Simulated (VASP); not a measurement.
Write the native input for VASP 6.6.1 that does the following.

| Item | Value |
| --- | --- |
| Task | relaxation of cell and atoms |
| Functional | PBE |
| Potentials or basis | VASP PAW PBE potentials, release 64 (H, Mo_sv) |
| Cutoff | 600 eV |
| k mesh | 18 × 18 × 16 |
| Occupations | gaussian, width 0.1 eV |
| Spin | no spin polarisation |
| Dipole correction | no |
| Further INCAR settings | ALGO = Normal; EDIFF = 1e-06; IBRION = 2; EDIFFG = -0.01; NSW = 100; ISIF = 3 |

The structure of MoH2 lies in POSCAR:

```
MoH2
1.0
    2.8303384720      0.0000000000      0.0000000000
   -1.4151692360      2.4511450181      0.0000000000
    0.0000000000      0.0000000000      2.9840274928
H Mo
2 1
Direct
    0.3333333333      0.6666666667      0.5000000000
    0.6666666667      0.3333333333      0.5000000000
    0.0000000000      0.0000000000      0.0000000000
```

One way to write it, as run:

INCAR

```
SYSTEM = MoH2
  ALGO = Normal
  EDIFF = 1E-6
  EDIFFG = -0.01
  ENCUT = 600
  GGA = PE
  IBRION = 2
  ISIF = 3
  ISMEAR = 0
  LASPH = .True.
  LCHARG = .False.
  LREAL = .False.
  LWAVE = .False.
  NELM = 100
  NSW = 100
  PREC = Accurate
  SIGMA = 0.1
```

KPOINTS

```
k-points
0
Gamma
  18 18 16
  0 0 0
```

Potentials or basis: VASP PAW PBE potentials, release 64 (H, Mo_sv).

Command:

```console
$ cat potpaw_PBE.64/H/POTCAR potpaw_PBE.64/Mo_sv/POTCAR > POTCAR
$ mpirun -np 1 vasp_std > vasp.out
```

Results of the run:

The relaxed volume is 6.89 Å³/atom and the relaxed cell is a = 2.826 Å, b = 2.826 Å, c = 2.991 Å, α = 90.00°, β = 90.00°, γ = 120.00°. The space group after relaxing (to 0.05 Å) is P6/mmm (No. 191). The energy gained by relaxing is 0.0 meV/atom. The ionic steps are 4 and the pressure after relaxing is 0.1 GPa. The band gap on the k mesh is zero (band 8 reaches 11.54 eV, above the bottom of band 9 at 9.78 eV).

Run time: 3.8 min on 1 thread of Intel Xeon 6975P-C (shared host), peak memory 0.24 GiB.
